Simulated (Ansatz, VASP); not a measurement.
# Two plane-wave programs on CrO2

```
Cr O
1.0
     4.44391    0.00000    0.00000
     0.00000    4.44391    0.00000
     0.00000    0.00000    2.92175
Cr O
2 4
Direct
  0.00000 0.00000 0.00000
  0.50000 0.50000 0.50000
  0.30366 0.30366 0.00000
  0.19634 0.80366 0.50000
  0.69634 0.69634 0.00000
  0.80366 0.19634 0.50000
```

Alike in both runs: functional PBE; k mesh 6 × 6 × 10; occupations gaussian, width 0.05 eV; collinear spin.

Ansatz relaxed the structure, and its values are those at the end. VASP's run is a single point on that final structure, the one shown.

```csv
,VASP,Ansatz
version,VASP 6.6.1,Ansatz 0.2.0
potentials or method,"VASP PAW PBE potentials, release 64 (Cr_pv, O), cutoff 520 eV","scalar-relativistic, plane waves, PAW"
valence electrons in the cell,48,52
```

Ansatz gave:

```
gap on the k mesh at the Fermi level (eV)                     : none
pressure (GPa)                                                : 0.0
rms of the force components (eV/Å)                            : 0.000
net moment per atom (μB)                                      : 0.67
size of the moment on the site where the two differ most (μB) : 1.75
```

**Question.** What did VASP give for the same quantities?

**Answer.** gap on the k mesh at the Fermi level (eV): none; pressure (GPa): 0.7; rms of the force components (eV/Å): 0.010; net moment per atom (μB): 0.67; size of the moment on the site where the two differ most (μB): 2.11.

Site moments also hang on the region over which each program counts them. A gap of «none» marks a metal or a gap that the smearing closes. VASP's potentials hold 48 valence electrons a cell and Ansatz's 52, so a difference there can come from the potentials and not from the codes.
